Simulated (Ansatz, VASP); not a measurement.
WSe2 in VASP and in Ansatz

```
CELL_PARAMETERS angstrom
3.31794 0.00000 0.00000
-1.65897 3.04582 0.00000
0.00000 0.00000 16.65814
ATOMIC_POSITIONS crystal
W 0.00000 0.00000 0.00000
Se 0.33333 0.66667 0.09979
Se 0.33333 0.66667 0.90021
```

Change from the starting cell: strain +0.0600 x Voigt [0, 1, 0, 0, 0, 0], atoms carried along.

Alike in both runs: task single point; functional PBE; dispersion D3(BJ); k mesh 9 × 9 × 2; occupations gaussian, width 0.05 eV; no spin polarisation.

|  | VASP | Ansatz |
| --- | --- | --- |
| version | VASP 6.6.1 | Ansatz 0.2.0 |
| potentials or method | VASP PAW PBE potentials, release 64 (W_sv, Se), cutoff 520 eV | scalar-relativistic, plane waves, PAW |
| valence electrons in the cell | 26 | 46 |

VASP gave:

* gap on the k mesh at the Fermi level (eV): 1.25
* least direct gap on the mesh (eV): 1.25
* rms of the force components (eV/Å): 0.202

**Question.** What did Ansatz give for the same quantities?

**Answer.** gap on the k mesh at the Fermi level (eV): 1.25; least direct gap on the mesh (eV): 1.25; rms of the force components (eV/Å): 0.215.

Atom by atom the forces differ by 0.018 eV/Å (rms over components). VASP's potentials hold 26 valence electrons a cell and Ansatz's 46, so a difference there can come from the potentials and not from the codes.

Neither program's run includes spin-orbit coupling.
